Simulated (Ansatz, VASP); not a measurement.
# SiC in VASP and in Ansatz

```xyz
12
Lattice="3.0949 0.0000 0.0000 -1.5475 2.6803 0.0000 0.0000 0.0000 15.1863" Properties=species:S:1:pos:R:3 pbc="T T T"
Si    0.0000    0.0000    1.8989
Si    0.0000    0.0000    9.4921
Si    0.0000    1.7869    4.4316
Si    1.5475    0.8934   12.0248
Si    0.0000    1.7869   14.5532
Si    1.5475    0.8934    6.9600
C     0.0000    0.0000   15.1816
C     0.0000    0.0000    7.5884
C     0.0000    1.7869    2.5335
C     1.5475    0.8934   10.1267
C     0.0000    1.7869   12.6550
C     1.5475    0.8934    5.0618
```

Alike in both runs: task single point; functional PBE; k mesh 12 × 12 × 2; occupations gaussian, width 0.05 eV; no spin polarisation.

|  | VASP | Ansatz |
| --- | --- | --- |
| version | VASP 6.6.1 | Ansatz 0.2.0 |
| potentials or method | VASP PAW PBE potentials, release 64 (Si, C), cutoff 520 eV | scalar-relativistic, plane waves, PAW |
| valence electrons in the cell | 48 | 48 |

|  | VASP | Ansatz | Ansatz less VASP |
| --- | --- | --- | --- |
| gap on the k mesh at the Fermi level (eV) | 2.03 | 2.03 | +0.002 |
| least direct gap on the mesh (eV) | 3.12 | 3.13 | +0.004 |
| pressure (GPa) | 0.0 | 0.0 | +0.04 |

With one functional, cell and mesh, what is left measures potentials, basis and numerics.
